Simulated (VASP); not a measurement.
Wanted: the native input for a VASP 6.6.1 run.

```
Task                   : electric field gradients
Functional             : PBE
Potentials or basis    : VASP PAW PBE potentials, release 64 (Cu, O)
Cutoff                 : 520 eV
k mesh                 : 5 × 5 × 5
Occupations            : fermi-dirac, width 0.05 eV
Spin                   : no spin polarisation
Dipole correction      : no
Further INCAR settings : ALGO = Normal; EDIFF = 1e-08; NBANDS = 16
```

The structure of CuO (zincblende type) lies in POSCAR:

```
CuO
1.0
    0.0000000000      2.2618016073      2.2618016073
    2.2618016073      0.0000000000      2.2618016073
    2.2618016073      2.2618016073      0.0000000000
Cu O
1 1
Direct
    0.0000000000      0.0000000000      0.0000000000
    0.2500000000      0.2500000000      0.2500000000
```

The input as run:

INCAR

```
PREC = Accurate ; ENCUT = 520
EDIFF = 1E-8 ; ISMEAR = -1
SIGMA = 0.05 ; LREAL = F
LASPH = T ; NELM = 100
ALGO = Normal ; ISIF = 2
LWAVE = F ; LCHARG = F
GGA = PE ; LEFG = T
NBANDS = 16
```

KPOINTS

```
Automatic mesh
0
Gamma
  5 5 5
```

Potentials or basis: VASP PAW PBE potentials, release 64 (Cu, O).

Run with:

```bash
$ cat potpaw_PBE.64/Cu/POTCAR potpaw_PBE.64/O/POTCAR > POTCAR
$ mpirun -np 1 vasp_std > vasp.out
```

It gave:

The pressure is 0.7 GPa. The band gap on the k mesh is zero (an odd number of electrons rules out a gap without spin polarisation) and the largest electric field gradient by atom is zero within the noise of the run.

Caveat: the k points lie up to 0.48 Å⁻¹ apart, too coarse for converged energies and pressures of a metal; an odd number of electrons without spin polarisation forces a metal; a magnetic or distorted state may lie lower; semilocal functionals often make such compounds metallic where correlation or magnetic order opens a gap, which also shifts bond lengths.

It took 12 s on 1 thread of Intel Xeon 8259CL, with other jobs on the host, peak memory 0.13 GiB.
